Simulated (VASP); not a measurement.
**H5Pt: single point with PBE**

Crystal: H5Pt.

```xyz
6
Lattice="3.4462 0.0000 0.0000 -1.7231 2.9845 0.0000 0.0000 0.0000 5.8593" Properties=species:S:1:pos:R:3 pbc="T T T"
H     1.7231    0.0000    0.0000
H    -0.8615    1.4922    0.0000
H     0.8615    1.4922    0.0000
H     0.0000    1.9897    2.9297
H     1.7231    0.9948    2.9297
Pt    0.0000    0.0000    0.0000
```

The cell was generated, and may not be a known phase.

```json
{
  "Program": "VASP 6.6.1",
  "Task": "single point",
  "Functional": "PBE",
  "Potentials or basis": "VASP PAW PBE potentials, release 64 (H, Pt_sv_GW)",
  "Cutoff": "570 eV",
  "k mesh": "12 × 12 × 8",
  "Occupations": "gaussian, width 0.1 eV",
  "Spin": "no spin polarisation"
}
```

```json
{
  "Pressure": "-0.4 GPa",
  "Band gap on the k mesh": "zero (an odd number of electrons rules out a gap without spin polarisation)"
}
```

Levels at points of the mesh, in eV from the Fermi level:
```
           k point  band 7  band 8  band 9  band 10  band 11  band 12  band 13  band 14  band 15  band 16
(0.00, 0.00, 0.00)   -6.43   -4.39   -1.86    -1.86    -1.04     1.55     4.64     9.32     9.41     9.41
(0.50, 0.00, 0.00)   -3.05   -2.84   -2.28    -2.10    -1.55    -0.92     0.27     1.07     5.80     8.60
(0.00, 0.00, 0.50)   -6.43   -4.33   -1.87    -1.86    -1.86     3.65     4.67     7.91     9.18     9.43
(0.50, 0.00, 0.50)   -3.31   -2.84   -2.25    -2.10    -1.27    -0.54     0.27     0.27     6.43     9.31
```

Wall time 3.2 min on 1 thread of AMD EPYC 7R43 64-Core Processor (Zen 3), with other jobs on the host, peak memory 0.23 GiB.

Caveat: spin-orbit coupling is left out, which moves the levels of the heavy elements; an odd number of electrons without spin polarisation forces a metal; a magnetic or distorted state may lie lower.
